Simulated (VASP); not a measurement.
# S (Fm-3m) in VASP: further runs

The runs below take S through single point, with PBE.

Program: VASP 6.6.1. These are calculated values, not measurements. Logs are shortened: lines on timing, memory, paths and dates and some standing lists are left out, and cuts for length are marked.

**1. The cell of the first run**

It takes space group Fm-3m (No. 225, cubic). The conventional cell has a = 3.990 Å, b = 3.990 Å, c = 3.990 Å, α = 90.00°, β = 90.00°, γ = 90.00°. Within 3.7 Å of S (site symmetry m-3m) lie 12 S at 2.82 Å.

This isn't the form of S at room conditions, which is orthorhombic, of S8 rings.

**2. Single point, PBE**

Input file INCAR:

```
PREC     = Accurate       # precision mode
ENCUT    = 520            # plane-wave cutoff, eV
EDIFF    = 1E-6           # SCF threshold, eV
ISMEAR   = -1             # smearing method
SIGMA    = 0.06122561905347299 # smearing width, eV
LREAL    = False          # projectors in reciprocal space
LASPH    = True           # aspherical terms in the spheres
NELM     = 60             # most SCF steps
ALGO     = Normal         # electronic algorithm
ISIF     = 2              # what is computed and relaxed
LWAVE    = False          # write WAVECAR
LCHARG   = False          # write CHGCAR
GGA      = PE             # functional
NBANDS   = 9              # bands
```

Input file KPOINTS:

```
Automatic mesh
0
Gamma
  47 47 47
```

Input file POSCAR:

```
S
1.0
    0.0000000000      1.9951134874      1.9951134874
    1.9951134874      0.0000000000      1.9951134874
    1.9951134874      1.9951134874      0.0000000000
S
1
Direct
    0.0000000000      0.0000000000      0.0000000000
```

Potentials or basis: VASP PAW PBE potentials, release 64 (S).

Launch:

```
> cat potpaw_PBE.64/S/POTCAR > POTCAR
> mpirun -np 1 vasp_std > vasp.out
```

OUTCAR:

```text
PREC = Accurate
   ENCUT = 520
   EDIFF = 1E-6
   ISMEAR = -1
   LREAL = False
   LASPH = True
   NELM = 60
   ISIF = 2
   GGA = PE

 ion  position               nearest neighbor table
   1  0.000  0.000  0.000-

  LATTYP: Found a face centered cubic cell.
 ALAT       =     3.9902269748

  Lattice vectors:

 A1 = (   0.0000000000,   1.9951134874,   1.9951134874)
 A2 = (   1.9951134874,   0.0000000000,   1.9951134874)
 A3 = (   1.9951134874,   1.9951134874,   0.0000000000)

Analysis of symmetry for initial positions (statically):
=====================================================================
 Subroutine PRICEL returns:
 Original cell was already a primitive cell.

 Routine SETGRP: Setting up the symmetry group for a
 face centered cubic supercell.

 Subroutine GETGRP returns: Found 48 space group operations
 (whereof 48 operations were pure point group operations)
 out of a pool of 48 trial point group operations.

The static configuration has the point symmetry O_h .

Analysis of symmetry for dynamics (positions and initial velocities):
=====================================================================
 Subroutine PRICEL returns:
 Original cell was already a primitive cell.

 Routine SETGRP: Setting up the symmetry group for a
 face centered cubic supercell.

 Subroutine GETGRP returns: Found 48 space group operations
 (whereof 48 operations were pure point group operations)
 out of a pool of 48 trial point group operations.

The dynamic configuration has the point symmetry O_h .

 Subroutine INISYM returns: Found 48 space group operations
 (whereof 48 operations are pure point group operations),
 and found     1 'primitive' translations

----------------------------------------------------------------------------------------

                                     Primitive cell

  volume of cell :      15.8830

  direct lattice vectors                    reciprocal lattice vectors
     0.000000000  1.995113487  1.995113487    -0.250612310  0.250612310  0.250612310
     1.995113487  0.000000000  1.995113487     0.250612310 -0.250612310  0.250612310
     1.995113487  1.995113487  0.000000000     0.250612310  0.250612310 -0.250612310

  length of vectors
     2.821516552  2.821516552  2.821516552     0.434073254  0.434073254  0.434073254

  position of ions in fractional coordinates (direct lattice)
[... 73 lines left out ...]
   LSORBIT =      F    spin-orbit coupling
   LASPH  =      T    aspherical Exc in radial PAW
   ENCUT  =  520.0 eV  38.22 Ry    6.18 a.u.   5.25  5.25  5.25*2*pi/ulx,y,z
   NELM   =     60;   NELMIN=  2; NELMDL= -5     # of ELM steps
   EDIFF  = 0.1E-05   stopping-criterion for ELM
   LREAL  =      F    real-space projection
   EDIFFG = 0.1E-04   stopping-criterion for IOM
   NSW    =      0    number of steps for IOM
   IBRION =     -1    ionic relax: 0-MD 1-quasi-New 2-CG
   NFREE  =      0    steps in history (QN), initial steepest desc. (CG)
   ISIF   =      2    stress and relaxation
   ISYM   =      2    0-nonsym 1-usesym 2-fastsym
   POTIM  = 0.5000    time-step for ionic-motion
   TEBEG  =    0.0;   TEEND  =   0.0 temperature during run
   PSTRESS=    0.0 pullay stress
   NELECT =       6.0000    total number of electrons
   NUPDOWN=      -1.0000    fix difference up-down
   EMIN   =  10.00;   EMAX   =-10.00  energy-range for DOS
   EFERMI =   0.00;   METHOD = LEGACY
   ISMEAR =    -1;   SIGMA  =   0.06  broadening in eV -4-tet -1-fermi 0-gaus
   EFERMI_NEDOS =   21; number of points for ismear=-14 and -15
   IALGO  =     38    algorithm
   IMIX   =      4    mixing-type and parameters
     AMIX     =   0.40;   BMIX     =  1.00
     AMIX_MAG =   1.60;   BMIX_MAG =  1.00
  volume/ion in A,a.u.               =      15.88       107.18
  Fermi-wavevector in a.u.,A,eV,Ry     =   1.183444  2.236385 19.055494  1.400539
  Thomas-Fermi vector in A             =   2.319678
   LORBIT       =      0    0 simple, 1 ext, 2 COOP (PROOUT), +10 PAW based schemes
   GGA     = PE    functional components
   LHFCALC =     F    Hartree Fock is set to
   AEXX    =    0.0000 exact exchange contribution
   IVDW    =     0    specifies the selected vdW correction
   LEPSILON=     F    determine dielectric tensor
   LRPA    =     F    only Hartree local field effects (RPA)
 non-spin polarized calculation
  energy-cutoff  :      520.00
  volume of cell :       15.88
 maximum number of plane-waves:       444
 NGX is ok and might be reduce to    24
   NGX = 11   NGY = 11   NGZ = 11

 number of electron       5.9999999 magnetization

 Free energy of the ion-electron system (eV)
  ---------------------------------------------------
  ext. energy  EPLUGINS =         0.00000000
  ---------------------------------------------------
  free energy    TOTEN  =        -2.83461604 eV

  energy without entropy =       -2.82428331  energy(sigma->0) =       -2.82944968

 E-fermi :   7.4120     XC(G=0): -11.1614

 val. band max:        7.4117287530   @ k =  -0.4255   0.3191   0.0000
 cond. band min:       7.4129672496   @ k =  -0.4681   0.2766   0.0851
 fundamental gap:      0.0012384966
 Fermi energy:         7.4120489967

 k-point     1 :       0.0000    0.0000    0.0000
  band No.  band energies     occupation
      1      -9.2807      2.00000
      2      10.5756      0.00000
      3      10.5756      0.00000
      4      10.5756      0.00000
      5      19.5148      0.00000
      6      19.5148      0.00000
      7      19.5148      0.00000
      8      21.7340      0.00000
      9      24.8276      0.00000
[... 265 lines left out ...]
 k-point    24 :       0.4894    0.0000    0.0000
  band No.  band energies     occupation
      1      -5.2151      2.00000
      2       0.0405      2.00000
      3       9.2872      0.00000
      4       9.2872      0.00000
      5      16.8436      0.00000
      6      18.7443      0.00000
      7      18.7443      0.00000
      8      24.5524      0.00000
      9      29.0564      0.00000

 [... further k-points ...]
[... 5 lines left out ...]
  --------------------------------------------------------------------------------------
  -------------------------------------------------------------------------------------
  Total       -0.0237246     -0.0237246     -0.0237246     -0.0000000      0.0000000      0.0000000
  in kB       -2.3931894     -2.3931894     -2.3931894     -0.0000000      0.0000000      0.0000000
  external PRESSURE =      -2.3931894 kB  Pullay stress =       0.0000000 kB

 VOLUME and BASIS-vectors are now :
 -----------------------------------------------------------------------------
  energy-cutoff  :      520.00
  volume of cell :       15.88
      direct lattice vectors                 reciprocal lattice vectors
     0.000000000  1.995113487  1.995113487    -0.250612310  0.250612310  0.250612310
     1.995113487  0.000000000  1.995113487     0.250612310 -0.250612310  0.250612310
     1.995113487  1.995113487  0.000000000     0.250612310  0.250612310 -0.250612310

 POSITION                                       TOTAL-FORCE (eV/Angst)
 -----------------------------------------------------------------------------------
      0.00000      0.00000      0.00000        -0.000000     -0.000000      0.000000
 -----------------------------------------------------------------------------------
    total drift:                               -0.000000     -0.000000      0.000000

  FREE ENERGIE OF THE ION-ELECTRON SYSTEM (eV)
  ---------------------------------------------------
  free  energy   TOTEN  =        -2.8346160371 eV

  energy  without entropy=       -2.8242833134  energy(sigma->0) =       -2.82944968
```

OSZICAR:

```text
N       E                     dE             d eps       ncg     rms          rms(c)
DAV:   1     0.794180275005E+01    0.79418E+01   -0.29199E+03 47824   0.557E+02
DAV:   2    -0.260727927141E+01   -0.10549E+02   -0.10062E+02 69249   0.767E+01
DAV:   3    -0.283688053017E+01   -0.22960E+00   -0.22737E+00 54379   0.981E+00
DAV:   4    -0.283753143276E+01   -0.65090E-03   -0.65077E-03 65512   0.608E-01
DAV:   5    -0.283753233465E+01   -0.90189E-06   -0.90272E-06 55169   0.188E-02    0.762E+00
DAV:   6    -0.283492344322E+01    0.26089E-02   -0.39217E-03 51345   0.344E-01    0.455E+00
DAV:   7    -0.283467280298E+01    0.25064E-03   -0.59966E-03 50468   0.445E-01    0.137E-01
DAV:   8    -0.283461513004E+01    0.57673E-04   -0.30062E-04 51148   0.947E-02    0.181E-02
DAV:   9    -0.283461603711E+01   -0.90707E-06   -0.24199E-06 57198   0.124E-02
   1 F= -.28346160E+01 E0= -.28294497E+01  d E =-.103327E-01
```

It took 2 min on 1 thread of AMD EPYC 9R45 (Zen 5), shared host; peak memory 0.38 GiB.

Results:

```yaml
Free_energy: -2.8346 eV
Pressure: -0.2 GPa
Band_gap_on_the_k_mesh: zero (bands 3 and 4 overlap by 5.65 eV)
```

**3. Single point, PBE**

This run uses another cell than the first one, of 16.20 Å³/atom.

Input file INCAR:

```
SYSTEM = S
  PREC = Accurate
  ENCUT = 520
  EDIFF = 1E-6
  ISMEAR = -1
  SIGMA = 0.06122561905347299
  LREAL = .FALSE.
  LASPH = .TRUE.
  NELM = 60
  ALGO = Normal
  ISIF = 2
  LWAVE = .FALSE.
  LCHARG = .TRUE.
  GGA = PE
  LELF = .TRUE.
  LVHAR = .TRUE.
  NBANDS = 9
```

Input file KPOINTS:

```
Automatic mesh
0
G
  47 47 47
  0 0 0
```

Input file POSCAR:

```
S
1.0
    0.0000000000      2.0083265446      2.0083265446
    2.0083265446      0.0000000000      2.0083265446
    2.0083265446      2.0083265446      0.0000000000
S
1
Direct
    0.0000000000      0.0000000000      0.0000000000
```

Potentials or basis: VASP PAW PBE potentials, release 64 (S).

Launch:

```
> cat potpaw_PBE.64/S/POTCAR > POTCAR
> mpirun -np 1 vasp_std > vasp.out
```

Run time: 2.2 min. Hardware: 1 thread of AMD EPYC 9R45 (Zen 5), shared host; peak memory 0.38 GiB.

It converged, with:

| Property | Result |
| --- | --- |
| Free energy | -2.8328 eV |
| Pressure | -1.7 GPa |
| Band gap on the k mesh | zero (bands 3 and 4 overlap by 5.47 eV) |

Levels at points of the mesh, in eV from the Fermi level:
```
           k point  band 1  band 2  band 3  band 4  band 5  band 6
(0.00, 0.00, 0.00)  -16.49    3.06    3.06    3.06   12.10   12.10
```

**4. Single point, PBE**

This run uses another cell than the first one, of 16.52 Å³/atom.

Input file INCAR:

```
SYSTEM = S
ALGO = Normal
EDIFF = 1E-6
ENCUT = 520
GGA = PE
ISIF = 2
ISMEAR = -1
LASPH = .TRUE.
LCHARG = .FALSE.
LREAL = .FALSE.
LWAVE = .FALSE.
NBANDS = 9
NELM = 100
PREC = Accurate
SIGMA = 0.06122561905347299
```

Input file KPOINTS:

```
k-points
0
G
  47 47 47
  0 0 0
```

Input file POSCAR:

```
S
1.0
    0.0000000000      2.0213679914      2.0213679914
    2.0213679914      0.0000000000      2.0213679914
    2.0213679914      2.0213679914      0.0000000000
S
1
Direct
    0.0000000000      0.0000000000      0.0000000000
```

Potentials or basis: VASP PAW PBE potentials, release 64 (S).

Launch:

```
> cat potpaw_PBE.64/S/POTCAR > POTCAR
> mpirun -np 1 vasp_std > vasp.out
```

OUTCAR:

```text
SYSTEM = S
   EDIFF = 1E-6
   ENCUT = 520
   GGA = PE
   ISIF = 2
   ISMEAR = -1
   LASPH = .TRUE.
   LREAL = .FALSE.
   NELM = 100
   PREC = Accurate

 ion  position               nearest neighbor table
   1  0.000  0.000  0.000-

  LATTYP: Found a face centered cubic cell.
 ALAT       =     4.0427359828

  Lattice vectors:

 A1 = (   0.0000000000,   2.0213679914,   2.0213679914)
 A2 = (   2.0213679914,   0.0000000000,   2.0213679914)
 A3 = (   2.0213679914,   2.0213679914,   0.0000000000)

Analysis of symmetry for initial positions (statically):
=====================================================================
 Subroutine PRICEL returns:
 Original cell was already a primitive cell.

 Routine SETGRP: Setting up the symmetry group for a
 face centered cubic supercell.

 Subroutine GETGRP returns: Found 48 space group operations
 (whereof 48 operations were pure point group operations)
 out of a pool of 48 trial point group operations.

The static configuration has the point symmetry O_h .

Analysis of symmetry for dynamics (positions and initial velocities):
[... 155 lines left out ...]
  energy without entropy =       -2.81724835  energy(sigma->0) =       -2.82272020

 E-fermi :   6.8490     XC(G=0): -10.9736

 val. band max:        6.8484726294   @ k =  -0.2553   0.3191   0.1277
 cond. band min:       6.8493608178   @ k =   0.4043   0.1702   0.0851
 fundamental gap:      0.0008881884
 Fermi energy:         6.8490416075

 k-point     1 :       0.0000    0.0000    0.0000
  band No.  band energies     occupation
      1      -9.4544      2.00000
      2       9.8137      0.00000
      3       9.8137      0.00000
      4       9.8137      0.00000
      5      18.9402      0.00000
      6      18.9402      0.00000
      7      18.9402      0.00000
      8      20.5773      0.00000
      9      24.0759      0.00000
[... 265 lines left out ...]
 k-point    24 :       0.4894    0.0000    0.0000
  band No.  band energies     occupation
      1      -5.6369      2.00000
      2      -0.1765      2.00000
      3       8.6012      0.00000
      4       8.6012      0.00000
      5      16.1604      0.00000
      6      18.1952      0.00000
      7      18.1952      0.00000
      8      23.8326      0.00000
      9      28.1561      0.00000

 [... further k-points ...]
[... 5 lines left out ...]
  --------------------------------------------------------------------------------------
  -------------------------------------------------------------------------------------
  Total       -0.3145968     -0.3145968     -0.3145968      0.0000000      0.0000000     -0.0000000
  in kB      -30.5139715    -30.5139715    -30.5139715      0.0000000      0.0000000     -0.0000000
  external PRESSURE =     -30.5139715 kB  Pullay stress =       0.0000000 kB

 VOLUME and BASIS-vectors are now :
 -----------------------------------------------------------------------------
  energy-cutoff  :      520.00
  volume of cell :       16.52
      direct lattice vectors                 reciprocal lattice vectors
     0.000000000  2.021367991  2.021367991    -0.247357236  0.247357236  0.247357236
     2.021367991  0.000000000  2.021367991     0.247357236 -0.247357236  0.247357236
     2.021367991  2.021367991  0.000000000     0.247357236  0.247357236 -0.247357236

 POSITION                                       TOTAL-FORCE (eV/Angst)
 -----------------------------------------------------------------------------------
      0.00000      0.00000      0.00000         0.000000      0.000000      0.000000
 -----------------------------------------------------------------------------------
    total drift:                               -0.000000     -0.000000      0.000000

  FREE ENERGIE OF THE ION-ELECTRON SYSTEM (eV)
  ---------------------------------------------------
  free  energy   TOTEN  =        -2.8281920563 eV

  energy  without entropy=       -2.8172483510  energy(sigma->0) =       -2.82272020
```

OSZICAR:

```text
N       E                     dE             d eps       ncg     rms          rms(c)
DAV:   1     0.808583047582E+01    0.80858E+01   -0.28919E+03 47775   0.555E+02
DAV:   2    -0.259611845291E+01   -0.10682E+02   -0.10243E+02 69572   0.763E+01
DAV:   3    -0.283118563791E+01   -0.23507E+00   -0.23134E+00 54054   0.988E+00
DAV:   4    -0.283189209034E+01   -0.70645E-03   -0.70633E-03 65466   0.630E-01
DAV:   5    -0.283189311676E+01   -0.10264E-05   -0.10271E-05 55734   0.203E-02    0.699E+00
DAV:   6    -0.282866190252E+01    0.32312E-02   -0.46465E-03 51196   0.370E-01    0.416E+00
DAV:   7    -0.282825435120E+01    0.40755E-03   -0.69340E-03 50489   0.473E-01    0.149E-01
DAV:   8    -0.282819124032E+01    0.63111E-04   -0.35041E-04 51022   0.101E-01    0.195E-02
DAV:   9    -0.282819205627E+01   -0.81595E-06   -0.26630E-06 56975   0.131E-02
   1 F= -.28281921E+01 E0= -.28227202E+01  d E =-.109437E-01
```

stdout:

```text
POSCAR found type information on POSCAR S
 POSCAR found :  1 types and       1 ions
 scaLAPACK will be used
 LDA part: xc-table for (Slater+PW92), standard interpolation
 POSCAR, INCAR and KPOINTS ok, starting setup
 FFT: planning ... GRIDC
 FFT: planning ... GRID_SOFT
 FFT: planning ... GRID
 WAVECAR not read
 entering main loop
```

It took 2.2 min on 1 thread of AMD EPYC 9R45 (Zen 5), shared host; peak memory 0.38 GiB.

Results:

* Free energy: -2.8282 eV
* Pressure: -3.1 GPa
* Band gap on the k mesh: zero (bands 3 and 4 overlap by 5.28 eV)

Levels at points of the mesh, in eV from the Fermi level:
| k point | band 1 | band 2 | band 3 | band 4 | band 5 | band 6 |
| --- | --- | --- | --- | --- | --- | --- |
| (0.00, 0.00, 0.00) | -16.30 | 2.96 | 2.96 | 2.96 | 12.09 | 12.09 |

Caveat: the cell stands under tension.

**5. The runs side by side**

| cell | gap on the mesh (eV) | pressure (GPa) |
| --- | --- | --- |
| a = 2.822 Å, angles 60.0°, 1 atom | none | -0.2 |
| a = 2.840 Å, angles 60.0°, 1 atom | none | -1.7 |
| a = 2.859 Å, angles 60.0°, 1 atom | none | -3.1 |

Alike in all rows: task single point; level PBE; potentials or basis VASP PAW PBE potentials, release 64 (S); no spin polarisation; k mesh 47 × 47 × 47; cutoff (eV) 520; smearing fermi-dirac 0.0612256 eV.

Caveats: the cell stands under tension (at least some runs).

Total energies depend on the potentials used, so only differences within one code and one set of settings carry meaning.
